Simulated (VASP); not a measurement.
# TiC (Fmmm) in VASP: single point with PBEsol

Aim: the single point of TiC with PBEsol.

Everything below comes from runs of VASP 6.6.1. Logs are shortened: lines on timing, memory, paths and dates and some standing lists are left out, and cuts for length are marked.

### Step 1. The cell of the first run

Symmetry: Fmmm, No. 69, orthorhombic system. Conventional cell: a = 4.306 Å, b = 4.328 Å, c = 4.350 Å, α = 90.00°, β = 90.00°, γ = 90.00°. Ti (site symmetry mmm) has 6 C at 2.15 to 2.17 Å within 2.8 Å. Within 2.8 Å of C (site symmetry mmm) lie 6 Ti at 2.15 to 2.17 Å.

### Step 2. Single point, PBEsol (strain +0.0050 x Voigt [1, -1, 0, 0, 0, 0])

Input file INCAR:

```
ALGO = Normal
EDIFF = 1E-6
ENCUT = 520
GGA = PS
ISIF = 2
ISMEAR = 0
LASPH = T
LCHARG = F
LREAL = F
LWAVE = F
NBANDS = 15
NELM = 60
PREC = Accurate
SIGMA = 0.15
```

Input file KPOINTS:

```
k-points
0
Gamma
  18 18 18
```

Input file POSCAR:

```
TiC
1.0
    0.0000000000      2.1531800000      2.1640000000
    2.1748200000      0.0000000000      2.1640000000
    2.1748200000      2.1531800000      0.0000000000
Ti C
1 1
Direct
    0.0000000000      0.0000000000      0.0000000000
    0.5000000000      0.5000000000      0.5000000000
```

Potentials or basis: VASP PAW PBE potentials, release 64 (Ti_sv, C).

Run with:

```sh
$ cat potpaw_PBE.64/Ti_sv/POTCAR potpaw_PBE.64/C/POTCAR > POTCAR
$ mpirun -np 1 vasp_std > vasp.out
```

OUTCAR:

```text
EDIFF = 1E-6
   ENCUT = 520
   GGA = PS
   ISIF = 2
   ISMEAR = 0
   LASPH = T
   LREAL = F
   NELM = 60
   PREC = Accurate

 ion  position               nearest neighbor table
   1  0.000  0.000  0.000-   2 2.15   2 2.15   2 2.16   2 2.16   2 2.17   2 2.17
   2  0.500  0.500  0.500-   1 2.15   1 2.15   1 2.16   1 2.16   1 2.17   1 2.17

  LATTYP: Found a face centered orthorhombic cell.
 ALAT       =     4.3063600000
 B/A-ratio  =     1.0050251256
 C/A-ratio  =     1.0100502513

  Lattice vectors:

 A1 = (  -2.1748200000,   0.0000000000,  -2.1640000000)
 A2 = (  -2.1748200000,   2.1531800000,   0.0000000000)
 A3 = (   0.0000000000,   2.1531800000,  -2.1640000000)

Analysis of symmetry for initial positions (statically):
=====================================================================
 Subroutine PRICEL returns:
 Original cell was already a primitive cell.

 Routine SETGRP: Setting up the symmetry group for a
 face centered orthorhombic supercell.

 Subroutine GETGRP returns: Found  8 space group operations
 (whereof  8 operations were pure point group operations)
 out of a pool of  8 trial point group operations.

The static configuration has the point symmetry D_2h.

Analysis of symmetry for dynamics (positions and initial velocities):
=====================================================================
 Subroutine PRICEL returns:
 Original cell was already a primitive cell.

 Routine SETGRP: Setting up the symmetry group for a
 face centered orthorhombic supercell.

 Subroutine GETGRP returns: Found  8 space group operations
 (whereof  8 operations were pure point group operations)
 out of a pool of  8 trial point group operations.

The dynamic configuration has the point symmetry D_2h.

 Subroutine INISYM returns: Found  8 space group operations
 (whereof  8 operations are pure point group operations),
 and found     1 'primitive' translations

----------------------------------------------------------------------------------------

                                     Primitive cell

  volume of cell :      20.2671

  direct lattice vectors                    reciprocal lattice vectors
     0.000000000  2.153180000  2.164000000    -0.229904084  0.232214678  0.231053604
     2.174820000  0.000000000  2.164000000     0.229904084 -0.232214678  0.231053604
     2.174820000  2.153180000  0.000000000     0.229904084  0.232214678 -0.231053604

  length of vectors
     3.052716841  3.068018584  3.060396403     0.400206587  0.400206587  0.400206587

  position of ions in fractional coordinates (direct lattice)
[... 85 lines left out ...]
   ISIF   =      2    stress and relaxation
   ISYM   =      2    0-nonsym 1-usesym 2-fastsym
   POTIM  = 0.5000    time-step for ionic-motion
   TEBEG  =    0.0;   TEEND  =   0.0 temperature during run
   PSTRESS=    0.0 pullay stress
   NELECT =      16.0000    total number of electrons
   NUPDOWN=      -1.0000    fix difference up-down
   EMIN   =  10.00;   EMAX   =-10.00  energy-range for DOS
   EFERMI =   0.00;   METHOD = LEGACY
   ISMEAR =     0;   SIGMA  =   0.15  broadening in eV -4-tet -1-fermi 0-gaus
   EFERMI_NEDOS =   21; number of points for ismear=-14 and -15
   IALGO  =     38    algorithm
   IMIX   =      4    mixing-type and parameters
     AMIX     =   0.40;   BMIX     =  1.00
     AMIX_MAG =   1.60;   BMIX_MAG =  1.00
  volume/ion in A,a.u.               =      10.13        68.38
  Fermi-wavevector in a.u.,A,eV,Ry     =   1.513043  2.859236 31.147794  2.289298
  Thomas-Fermi vector in A             =   2.622886
   LORBIT       =      0    0 simple, 1 ext, 2 COOP (PROOUT), +10 PAW based schemes
   GGA     = PS    functional components
   LHFCALC =     F    Hartree Fock is set to
   AEXX    =    0.0000 exact exchange contribution
   IVDW    =     0    specifies the selected vdW correction
   LEPSILON=     F    determine dielectric tensor
   LRPA    =     F    only Hartree local field effects (RPA)
 non-spin polarized calculation
 Gauss-broadening in eV      SIGMA  =   0.15
  energy-cutoff  :      520.00
  volume of cell :       20.27
 maximum number of plane-waves:       556
   NGX = 11   NGY = 11   NGZ = 11

 number of electron      16.0000000 magnetization

 Free energy of the ion-electron system (eV)
  ---------------------------------------------------
  ext. energy  EPLUGINS =         0.00000000
  ---------------------------------------------------
  free energy    TOTEN  =       -19.79415604 eV

  energy without entropy =      -19.79065358  energy(sigma->0) =      -19.79240481

 E-fermi :   9.3293     XC(G=0): -12.8725

 val. band max:        9.3275924629   @ k =  -0.0556   0.2222   0.2222
 cond. band min:       9.3313960607   @ k =   0.4444   0.3889  -0.0000
 fundamental gap:      0.0038035978
 Fermi energy:         9.3293109255

 k-point     1 :       0.0000    0.0000    0.0000
  band No.  band energies     occupation
      1     -46.9933      2.00000
      2     -23.1256      2.00000
      3     -23.1185      2.00000
      4     -23.1119      2.00000
      5      -3.0493      2.00000
      6       9.9572      0.00000
      7       9.9944      0.00000
      8      10.0314      0.00000
      9      11.0178      0.00000
     10      11.0270      0.00000
     11      11.0366      0.00000
     12      11.0559      0.00000
     13      11.0923      0.00000
     14      19.8429      0.00000
[... 401 lines left out ...]
      2     -23.3659      2.00000
      3     -23.1607      2.00000
      4     -23.1346      2.00000
      5      -1.7695      2.00000
      6       6.6744      2.00000
      7       7.5708      2.00000
      8       7.8024      2.00000
      9      10.8378      0.00000
     10      11.2585      0.00000
     11      12.2485      0.00000
     12      14.5295      0.00000
     13      15.5789      0.00000
     14      20.6126      0.00000
     15      23.5423      0.00000

 [... further k-points ...]
[... 5 lines left out ...]
  --------------------------------------------------------------------------------------
  -------------------------------------------------------------------------------------
  Total       -0.9849513     -0.4941744     -0.7463031      0.0000000      0.0000000      0.0000000
  in kB      -77.8635943    -39.0660895    -58.9976743      0.0000000      0.0000000      0.0000000
  external PRESSURE =     -58.6424527 kB  Pullay stress =       0.0000000 kB

 VOLUME and BASIS-vectors are now :
 -----------------------------------------------------------------------------
  energy-cutoff  :      520.00
  volume of cell :       20.27
      direct lattice vectors                 reciprocal lattice vectors
     0.000000000  2.153180000  2.164000000    -0.229904084  0.232214678  0.231053604
     2.174820000  0.000000000  2.164000000     0.229904084 -0.232214678  0.231053604
     2.174820000  2.153180000  0.000000000     0.229904084  0.232214678 -0.231053604

 POSITION                                       TOTAL-FORCE (eV/Angst)
 -----------------------------------------------------------------------------------
      0.00000      0.00000      0.00000         0.000000     -0.000000      0.000000
      2.17482      2.15318      2.16400         0.000000      0.000000     -0.000000
 -----------------------------------------------------------------------------------
    total drift:                                0.000000     -0.000000     -0.000000

  FREE ENERGIE OF THE ION-ELECTRON SYSTEM (eV)
  ---------------------------------------------------
  free  energy   TOTEN  =       -19.7941560391 eV

  energy  without entropy=      -19.7906535805  energy(sigma->0) =      -19.79240481
```

stdout:

```text
POSCAR found type information on POSCAR TiC
 POSCAR found :  2 types and       2 ions
 scaLAPACK will be used
 -----------------------------------------------------------------------------
|                                                                             |
|                                                                             |
|     You enforced a specific xc type in the INCAR file but a different       |
|     I HOPE YOU KNOW WHAT YOU ARE DOING!                                     |
|                                                                             |
 -----------------------------------------------------------------------------

 LDA part: xc-table for (Slater+PW92), standard interpolation
 POSCAR, INCAR and KPOINTS ok, starting setup
 FFT: planning ... GRIDC
 FFT: planning ... GRID_SOFT
 FFT: planning ... GRID
 WAVECAR not read
 entering main loop
```

Wall time 6.7 min (1 thread of Intel Xeon 8259CL, shared host); peak memory 0.37 GiB.

Results:

| Property | Result |
| --- | --- |
| Free energy | -19.7942 eV |
| Pressure | -5.9 GPa |
| Band gap on the k mesh | zero (bands 8 and 9 overlap by 1.16 eV) |

Levels at points of the mesh, in eV from the Fermi level:
```
           k point  band 4  band 5  band 6  band 7  band 8  band 9  band 10  band 11  band 12  band 13
(0.00, 0.00, 0.00)  -32.44  -12.38    0.63    0.67    0.70    1.69     1.70     1.71     1.73     1.76
(0.50, 0.00, 0.00)  -32.49   -8.84   -5.88   -2.91   -2.90    2.91     2.95     4.12     8.17     8.17
(0.50, 0.50, 0.00)  -32.62  -10.07   -3.44   -1.68   -0.02   -0.02     2.74     3.50     3.57     5.88
(0.50, 0.00, 0.50)  -32.63  -10.06   -3.39   -1.69   -0.06   -0.06     2.75     3.52     3.55     5.93
(0.00, 0.50, 0.50)  -32.61  -10.08   -3.50   -1.67    0.01    0.02     2.74     3.52     3.55     5.84
```

Caveat: the cell differs from its parent crystal (strain +0.0050 x Voigt [1, -1, 0, 0, 0, 0]); the cell stands under tension; the PAW data sets were made with another functional, which shifts forces and pressure a little.
